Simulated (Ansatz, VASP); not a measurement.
# Two plane-wave programs on BaTiO3

```
CELL_PARAMETERS angstrom
4.00730 0.00000 0.00000
0.00000 4.00730 0.00000
0.00000 0.00000 4.00730
ATOMIC_POSITIONS crystal
Ba 0.50903 0.45529 0.50668
Ti 0.94374 0.06998 0.95431
O 0.52053 0.00683 0.05543
O 0.01265 0.49197 0.05272
O 0.01405 0.97593 0.43085
```

Alike in both runs: functional PBE; k mesh 7 × 7 × 7; occupations fermi-dirac, width 0.05 eV; no spin polarisation; Hubbard terms Ti d U = 5.0 eV.

```csv
,VASP,Ansatz
version,VASP 6.6.1,Ansatz 0.2.0
potentials or method,"VASP PAW PBE potentials, release 64 (Ba_sv, Ti_sv, O)",Ansatz PAW
plane-wave cutoff (eV),520,420
valence electrons in the cell,40,40
task,single point,band structure
```

|  | VASP | Ansatz | Ansatz less VASP |
| --- | --- | --- | --- |
| gap on the k mesh at the Fermi level (eV) | 3.23 | 3.21 | -0.022 |
| least direct gap on the mesh (eV) | 3.48 | 3.34 | -0.140 |
| pressure (GPa) | 19.1 | 14.2 | -4.89 |
| traceless stress, the component that is largest in VASP (GPa) | -9.64 | -8.58 | +1.061 |
| rms of the force components (eV/Å) | 2.242 | 1.960 | -0.2820 |

The programs project onto different local orbitals, so the same U acts differently, and such runs can settle in different states. Atom by atom the forces differ by 0.478 eV/Å (rms over components).

Spin-orbit coupling is off throughout.
